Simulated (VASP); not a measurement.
# SnSe in VASP: notebook, part 2 of 2

VASP 6.6.1.

## (5) Single point, LDA (strain +0.0050 x Voigt [1, 1, 0, 0, 0, 0])

INCAR

```
ALGO = Normal ; EDIFF = 1E-6
ENCUT = 520 ; ISIF = 2
ISMEAR = 0 ; LASPH = T
LCHARG = T ; LELF = T
LREAL = F ; LVHAR = T
LWAVE = F ; NBANDS = 28
NELM = 100 ; PREC = Accurate
SIGMA = 0.05
```

KPOINTS

```
k-points
0
Gamma
  6 6 4
```

POSCAR

```
SnSe
1.0
    4.3067540562      0.0000000000      0.0000000000
    0.0000000000      4.3067540562      0.0000000000
    0.0000000000      0.0000000000     10.9906921300
Sn Se
2 2
Direct
    0.5000000000      0.0000000000      0.3722291100
    0.0000000000      0.5000000000      0.6277708900
    0.5000000000      0.0000000000      0.6160394900
    0.0000000000      0.5000000000      0.3839605100
```

Potentials or basis: VASP PAW LDA potentials, release 64 (Sn_d, Se).

Command:

```bash
cat potpaw_LDA.64/Sn_d/POTCAR potpaw_LDA.64/Se/POTCAR > POTCAR
mpirun -np 1 vasp_std > vasp.out
```

OUTCAR:

```text
EDIFF = 1E-6
   ENCUT = 520
   ISIF = 2
   ISMEAR = 0
   LASPH = T
   LREAL = F
   NELM = 100
   PREC = Accurate

 ion  position               nearest neighbor table
   1  0.500  0.000  0.372-   3 2.68   4 3.05   4 3.05   4 3.05   4 3.05
   2  0.000  0.500  0.628-   4 2.68   3 3.05   3 3.05   3 3.05   3 3.05
   3  0.500  0.000  0.616-   1 2.68   2 3.05   2 3.05   2 3.05   2 3.05
   4  0.000  0.500  0.384-   2 2.68   1 3.05   1 3.05   1 3.05   1 3.05
[... 945 lines left out ...]

  FORCE on cell =-STRESS in cart. coord.  units (eV):
  Direction    XX          YY          ZZ          XY          YZ          ZX
  --------------------------------------------------------------------------------------
  -------------------------------------------------------------------------------------
  Total       -2.6242468     -2.6242468     -0.8143490      0.0000000      0.0000000      0.0000000
  in kB      -20.6248156    -20.6248156     -6.4002357      0.0000000      0.0000000      0.0000000
  external PRESSURE =     -15.8832889 kB  Pullay stress =       0.0000000 kB

 VOLUME and BASIS-vectors are now :
 -----------------------------------------------------------------------------
  energy-cutoff  :      520.00
  volume of cell :      203.86
      direct lattice vectors                 reciprocal lattice vectors
     4.306754056  0.000000000  0.000000000     0.232193431  0.000000000  0.000000000
     0.000000000  4.306754056  0.000000000     0.000000000  0.232193431  0.000000000
     0.000000000  0.000000000 10.990692130     0.000000000  0.000000000  0.090986081

 POSITION                                       TOTAL-FORCE (eV/Angst)
 -----------------------------------------------------------------------------------
      2.15338      0.00000      4.09106         0.000000      0.000000      0.246852
      0.00000      2.15338      6.89964        -0.000000     -0.000000     -0.246852
      2.15338      0.00000      6.77070        -0.000000      0.000000     -0.036284
      0.00000      2.15338      4.21999         0.000000      0.000000      0.036284
 -----------------------------------------------------------------------------------
    total drift:                                0.000000      0.000000      0.000000

  FREE ENERGIE OF THE ION-ELECTRON SYSTEM (eV)
  ---------------------------------------------------
  free  energy   TOTEN  =       -18.4081039922 eV

  energy  without entropy=      -18.4081039922  energy(sigma->0) =      -18.40810399
```

Run time: 4.2 min. Hardware: 1 thread of Intel Xeon 8259CL, shared host; peak memory 0.32 GiB.

What came out:

| Property | Result |
| --- | --- |
| Free energy | -18.4081 eV |
| Largest force | 0.247 eV/Å |
| Band gap on the k mesh | 1.45 eV |

Forces in eV/Å, atoms in the order of the input:
```
Sn   0.000  0.000  0.247
Sn   0.000  0.000 -0.247
Se   0.000  0.000 -0.036
Se   0.000  0.000  0.036
```

Levels at points of the mesh, in eV from the valence-band top:
```tsv
k point	band 18	band 19	band 20	band 21	band 22	band 23
(0.00, 0.00, 0.00)	-1.55	-1.55	-0.18	1.70	3.87	3.88
(0.50, 0.00, 0.00)	-1.38	-0.19	-0.19	1.54	1.54	2.11
(0.50, 0.50, 0.00)	-3.03	-1.56	-1.56	3.73	3.73	4.78
(0.00, 0.00, 0.50)	-1.55	-1.55	-0.18	1.56	3.87	4.35
(0.50, 0.00, 0.50)	-1.38	-0.19	-0.19	1.54	1.54	2.11
(0.50, 0.50, 0.50)	-3.03	-1.56	-1.56	3.70	3.70	4.84
```

Caveat: the cell differs from its parent crystal (strain +0.0050 x Voigt [1, 1, 0, 0, 0, 0]); spin-orbit coupling is left out, which moves the levels of the heavy elements.

## (6) Single point, LDA (strain +0.0100 x Voigt [1, 1, 0, 0, 0, 0])

INCAR

```
SYSTEM = SnSe
ALGO = Normal ; EDIFF = 1E-7
ENCUT = 520 ; GGA = CA
ISIF = 2 ; ISMEAR = 0
LASPH = .TRUE. ; LCHARG = .FALSE.
LREAL = .FALSE. ; LWAVE = .FALSE.
NBANDS = 28 ; NELM = 60
PREC = Accurate ; SIGMA = 0.05
```

KPOINTS

```
k-points
0
G
  6 6 4
  0 0 0
```

POSCAR, as its differences from that of step 5:

```diff
@@ -2,4 +2,4 @@
 1.0
-    4.3067540562      0.0000000000      0.0000000000
-    0.0000000000      4.3067540562      0.0000000000
+    4.3281806933      0.0000000000      0.0000000000
+    0.0000000000      4.3281806933      0.0000000000
     0.0000000000      0.0000000000     10.9906921300
```

Potentials or basis: VASP PAW LDA potentials, release 64 (Sn_d, Se).

Command:

```bash
cat potpaw_LDA.64/Sn_d/POTCAR potpaw_LDA.64/Se/POTCAR > POTCAR
mpirun -np 1 vasp_std > vasp.out
```

OUTCAR:

```text
SYSTEM = SnSe
   EDIFF = 1E-7
   ENCUT = 520
   GGA = CA
   ISIF = 2
   ISMEAR = 0
   LASPH = .TRUE.
   LREAL = .FALSE.
   NELM = 60
   PREC = Accurate

 ion  position               nearest neighbor table
   1  0.500  0.000  0.372-   3 2.68   4 3.06   4 3.06   4 3.06   4 3.06
   2  0.000  0.500  0.628-   4 2.68   3 3.06   3 3.06   3 3.06   3 3.06
   3  0.500  0.000  0.616-   1 2.68   2 3.06   2 3.06   2 3.06   2 3.06
   4  0.000  0.500  0.384-   2 2.68   1 3.06   1 3.06   1 3.06   1 3.06

  LATTYP: Found a simple tetragonal cell.
 ALAT       =     4.3281806933
 C/A-ratio  =     2.5393330151

  Lattice vectors:

 A1 = (   4.3281806933,   0.0000000000,   0.0000000000)
 A2 = (   0.0000000000,   4.3281806933,   0.0000000000)
 A3 = (   0.0000000000,   0.0000000000,  10.9906921300)

Analysis of symmetry for initial positions (statically):
=====================================================================
 Subroutine PRICEL returns:
 Original cell was already a primitive cell.

 Routine SETGRP: Setting up the symmetry group for a
 simple tetragonal supercell.

 Subroutine GETGRP returns: Found 16 space group operations
 (whereof  8 operations were pure point group operations)
 out of a pool of 16 trial point group operations.

The static configuration has the point symmetry D_2d.
 The point group associated with its full space group is D_4h.

Analysis of symmetry for dynamics (positions and initial velocities):
=====================================================================
 Subroutine PRICEL returns:
 Original cell was already a primitive cell.

 Routine SETGRP: Setting up the symmetry group for a
 simple tetragonal supercell.

 Subroutine GETGRP returns: Found 16 space group operations
 (whereof  8 operations were pure point group operations)
 out of a pool of 16 trial point group operations.
[... 122 lines left out ...]
   EFERMI_NEDOS =   21; number of points for ismear=-14 and -15
   IALGO  =     38    algorithm
   IMIX   =      4    mixing-type and parameters
     AMIX     =   0.40;   BMIX     =  1.00
     AMIX_MAG =   1.60;   BMIX_MAG =  1.00
  volume/ion in A,a.u.               =      51.47       347.35
  Fermi-wavevector in a.u.,A,eV,Ry     =   0.948163  1.791768 12.231809  0.899013
  Thomas-Fermi vector in A             =   2.076325
   LORBIT       =      0    0 simple, 1 ext, 2 COOP (PROOUT), +10 PAW based schemes
   GGA     = CA    functional components
   LHFCALC =     F    Hartree Fock is set to
   AEXX    =    0.0000 exact exchange contribution
   IVDW    =     0    specifies the selected vdW correction
   LEPSILON=     F    determine dielectric tensor
   LRPA    =     F    only Hartree local field effects (RPA)
 non-spin polarized calculation
 Gauss-broadening in eV      SIGMA  =   0.05
  energy-cutoff  :      520.00
  volume of cell :      205.89
 maximum number of plane-waves:      5600
   NGX = 17   NGY = 17   NGZ = 41

 number of electron      40.0000010 magnetization

 Free energy of the ion-electron system (eV)
  ---------------------------------------------------
  ext. energy  EPLUGINS =         0.00000000
  ---------------------------------------------------
  free energy    TOTEN  =       -18.38028565 eV

  energy without entropy =      -18.38028565  energy(sigma->0) =      -18.38028565

 E-fermi :   0.5151     XC(G=0):  -6.1814

 val. band max:        0.2269599095   @ k =   0.3333   0.0000   0.5000
 cond. band min:       1.6748330838   @ k =   0.3333   0.0000   0.5000
 fundamental gap:      1.4478731743
 Fermi energy:         0.5151369706

 k-point     1 :       0.0000    0.0000    0.0000
  band No.  band energies     occupation
      1     -20.7007      2.00000
      2     -20.6955      2.00000
      3     -20.6952      2.00000
      4     -20.6885      2.00000
      5     -20.6851      2.00000
      6     -20.6589      2.00000
[... 733 lines left out ...]
     27       6.6321      0.00000
     28       6.6321      0.00000

 [... further k-points ...]

------------------------ aborting loop because EDIFF is reached ----------------------------------------

  FORCE on cell =-STRESS in cart. coord.  units (eV):
  Direction    XX          YY          ZZ          XY          YZ          ZX
  --------------------------------------------------------------------------------------
  -------------------------------------------------------------------------------------
  Total       -3.0257391     -3.0257391     -0.9245144      0.0000000      0.0000000      0.0000000
  in kB      -23.5454099    -23.5454099     -7.1942983      0.0000000      0.0000000      0.0000000
  external PRESSURE =     -18.0950393 kB  Pullay stress =       0.0000000 kB

 VOLUME and BASIS-vectors are now :
 -----------------------------------------------------------------------------
  energy-cutoff  :      520.00
  volume of cell :      205.89
      direct lattice vectors                 reciprocal lattice vectors
     4.328180693  0.000000000  0.000000000     0.231043958  0.000000000  0.000000000
     0.000000000  4.328180693  0.000000000     0.000000000  0.231043958  0.000000000
     0.000000000  0.000000000 10.990692130     0.000000000  0.000000000  0.090986081

 POSITION                                       TOTAL-FORCE (eV/Angst)
 -----------------------------------------------------------------------------------
      2.16409      0.00000      4.09106        -0.000000      0.000000      0.273248
      0.00000      2.16409      6.89964         0.000000      0.000000     -0.273248
      2.16409      0.00000      6.77070         0.000000      0.000000     -0.050731
      0.00000      2.16409      4.21999        -0.000000      0.000000      0.050731
 -----------------------------------------------------------------------------------
    total drift:                                0.000000      0.000000      0.000000

  FREE ENERGIE OF THE ION-ELECTRON SYSTEM (eV)
  ---------------------------------------------------
  free  energy   TOTEN  =       -18.3802856543 eV

  energy  without entropy=      -18.3802856543  energy(sigma->0) =      -18.38028565
```

OSZICAR:

```text
N       E                     dE             d eps       ncg     rms          rms(c)
DAV:   1     0.340718813775E+03    0.34072E+03   -0.18540E+04  1740   0.145E+03
DAV:   2     0.283956166967E+02   -0.31232E+03   -0.30437E+03  1840   0.362E+02
DAV:   3    -0.167058403290E+02   -0.45101E+02   -0.44233E+02  2080   0.145E+02
DAV:   4    -0.188759500169E+02   -0.21701E+01   -0.21610E+01  1976   0.339E+01
DAV:   5    -0.189388795748E+02   -0.62930E-01   -0.62917E-01  2272   0.609E+00    0.455E+00
DAV:   6    -0.184254237705E+02    0.51346E+00   -0.11975E+00  2276   0.549E+00    0.278E+00
DAV:   7    -0.183943932683E+02    0.31031E-01   -0.27401E-01  2024   0.203E+00    0.119E+00
DAV:   8    -0.183813262753E+02    0.13067E-01   -0.30234E-02  2096   0.107E+00    0.231E-01
DAV:   9    -0.183781303363E+02    0.31959E-02   -0.60089E-03  1972   0.424E-01    0.112E-01
DAV:  10    -0.183775264542E+02    0.60388E-03   -0.26365E-03  1844   0.187E-01    0.466E-02
DAV:  11    -0.183786303118E+02   -0.11039E-02   -0.95943E-04  2032   0.993E-02    0.547E-02
DAV:  12    -0.183800883824E+02   -0.14581E-02   -0.47236E-04  1948   0.696E-02    0.202E-02
DAV:  13    -0.183802066086E+02   -0.11823E-03   -0.30985E-05  1984   0.244E-02    0.104E-02
DAV:  14    -0.183802773518E+02   -0.70743E-04   -0.15040E-05  2044   0.133E-02    0.254E-03
DAV:  15    -0.183802835820E+02   -0.62301E-05   -0.12596E-06  1748   0.622E-03    0.111E-03
DAV:  16    -0.183802856162E+02   -0.20342E-05   -0.64340E-07  1584   0.235E-03    0.106E-03
DAV:  17    -0.183802856543E+02   -0.38091E-07   -0.69311E-08  1508   0.120E-03
   1 F= -.18380286E+02 E0= -.18380286E+02  d E =-.918972E-17
```

stdout:

```text
POSCAR found type information on POSCAR SnSe
 POSCAR found :  2 types and       4 ions
 scaLAPACK will be used
 LDA part: xc-table for (Slater(with rela. corr.)+CA(PZ))
 , standard interpolation
 POSCAR, INCAR and KPOINTS ok, starting setup
 FFT: planning ... GRIDC
 FFT: planning ... GRID_SOFT
 FFT: planning ... GRID
 WAVECAR not read
 entering main loop
```

It took 3.4 min on 1 thread of Intel Xeon 8259CL, shared host; peak memory 0.32 GiB.

What came out:

- Free energy: -18.3803 eV
- Largest force: 0.273 eV/Å
- Band gap on the k mesh: 1.45 eV

Forces on the atoms (eV/Å):
```
Sn   0.000  0.000  0.273
Sn   0.000  0.000 -0.273
Se   0.000  0.000 -0.051
Se   0.000  0.000  0.051
```

Caveat: the cell differs from its parent crystal (strain +0.0100 x Voigt [1, 1, 0, 0, 0, 0]); spin-orbit coupling is left out, which moves the levels of the heavy elements.

## (7) The runs side by side

| cell | gap on the mesh (eV) | largest force (eV/Å) |
| --- | --- | --- |
| a = 4.221, b = 4.221, c = 10.991 Å, 4 atoms | 1.36 | 0.14 |
| a = 4.242, b = 4.242, c = 10.991 Å, 4 atoms | 1.41 | 0.16 |
| a = 4.264, b = 4.264, c = 10.991 Å, 4 atoms | 1.46 | 0.19 |
| a = 4.307, b = 4.307, c = 10.991 Å, 4 atoms | 1.45 | 0.25 |
| a = 4.328, b = 4.328, c = 10.991 Å, 4 atoms | 1.45 | 0.27 |

Alike in all rows: task single point; level LDA; potentials or basis VASP PAW LDA potentials, release 64 (Sn_d, Se); no spin polarisation; k mesh 6 × 6 × 4; cutoff (eV) 520; smearing gaussian 0.05 eV.

Caveats: spin-orbit coupling is left out, which moves the levels of the heavy elements.

Total energies depend on the potentials used, so only differences within one code and one set of settings carry meaning.
